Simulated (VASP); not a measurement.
Crystal: TiGe.

```
Ti Ge
1.0
     0.00000    2.61054    2.61054
     2.61054    0.00000    2.61054
     2.61054    2.61054    0.00000
Ti Ge
1 1
Direct
  0.00000 0.00000 0.00000
  0.25000 0.25000 0.25000
```

```yaml
Program: VASP 6.6.1
Task: relaxation of cell and atoms
Functional: PBE
Potentials_or_basis: VASP PAW PBE potentials, release 64 (Ti_sv, Ge_d)
Cutoff: 600 eV
k_mesh: 6 × 6 × 6
Occupations: gaussian, width 0.1 eV
Spin: no spin polarisation
```

At the start: pressure 38.4 GPa; volume 17.79 Å³/atom.

How do energy, volume and symmetry change on relaxing?

Over 3 steps the energy falls by 656.6 meV/atom and the volume is 24.94 Å³/atom (+40.2 %); space group F-43m (No. 216, to 0.05 Å).

Step by step:
| step | energy change (eV) | largest force (eV/Å) | pressure (GPa) | volume (Å³) |
| --- | --- | --- | --- | --- |
| 1 | 0.0000 | 0.0000 | 38.41 | 35.58 |
| 2 | -0.8948 | 0.0000 | -8.88 | 62.37 |
| 3 | -1.3132 | 0.0000 | -0.03 | 49.87 |

Final structure:
```
CELL_PARAMETERS angstrom
0.00000 2.92152 2.92152
2.92152 0.00000 2.92152
2.92152 2.92152 0.00000
ATOMIC_POSITIONS crystal
Ti 0.00000 0.00000 0.00000
Ge 0.25000 0.25000 0.25000
```

Caveat: the volume moved by over 15 % at a fixed basis, so the end points are rough.
